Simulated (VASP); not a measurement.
Runs of VASP 6.6.1 on H22CO11. The cells are those of the table. 

```tsv
cell	gap on the mesh (eV)	pressure (GPa)	largest force (eV/Å)
a = 5.323 Å, 34 atoms	3.89	(b)	5.18
a = 5.882 Å, 34 atoms	3.95	8.3	4.56
a = 5.946 Å, 34 atoms	3.83	11.6	5.65
a = 5.486 Å, 34 atoms	(c)	25.0	4.46
a = 5.519 Å, 34 atoms	5.06	27.4	4.46
a = 5.773 Å, 34 atoms	2.69	23.2	(a)
```

Alike in all rows: task single point; level PBE+D3(BJ); potentials or basis VASP PAW PBE potentials, release 64 (O, H, C); no spin polarisation; k mesh 1 × 1 × 1; cutoff (eV) 520; smearing fermi-dirac 0.05 eV.

**Question.** Estimate the missing entries.

**Answer.** (a) 5.44; (b) 42.0; (c) 3.45.

Caveats: all runs use coarse meshes.

A k mesh can miss the band edges.
